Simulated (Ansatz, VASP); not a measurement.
## SnSe: VASP beside Ansatz

```xyz
4
Lattice="4.4331 0.0000 0.0000 0.0000 4.4331 0.0000 0.0000 0.0000 6.8309" Properties=species:S:1:pos:R:3 pbc="T T T"
Sn    2.2165    0.0000    1.7083
Sn    0.0000    2.2165    5.1226
Se    2.2165    0.0000    5.1227
Se    0.0000    2.2165    1.7082
```

Alike in both runs: task single point; functional PBE; dispersion D3(BJ); k mesh 8 × 8 × 6; occupations gaussian, width 0.03 eV; no spin polarisation.

```csv
,VASP,Ansatz
version,VASP 6.6.1,Ansatz 0.2.0
potentials or method,"VASP PAW PBE potentials, release 64 (Sn_d, Se), cutoff 520 eV","scalar-relativistic, plane waves, PAW"
valence electrons in the cell,40,60
```

Ansatz gave:

| Quantity | Value |
| --- | --- |
| gap on the k mesh at the Fermi level (eV) | 0.05 |
| least direct gap on the mesh (eV) | 0.05 |
| pressure (GPa) | -5.9 |
| traceless stress, the component that is largest in VASP (GPa) | -2.07 |

Question: What did VASP give for the same quantities?

Answer: gap on the k mesh at the Fermi level (eV): 0.05; least direct gap on the mesh (eV): 0.05; pressure (GPa): -6.0; traceless stress, the component that is largest in VASP (GPa): -2.08.

VASP's potentials hold 40 valence electrons a cell and Ansatz's 60, so a difference there can come from the potentials and not from the codes. Ansatz's warnings: dispersion switch in reach.
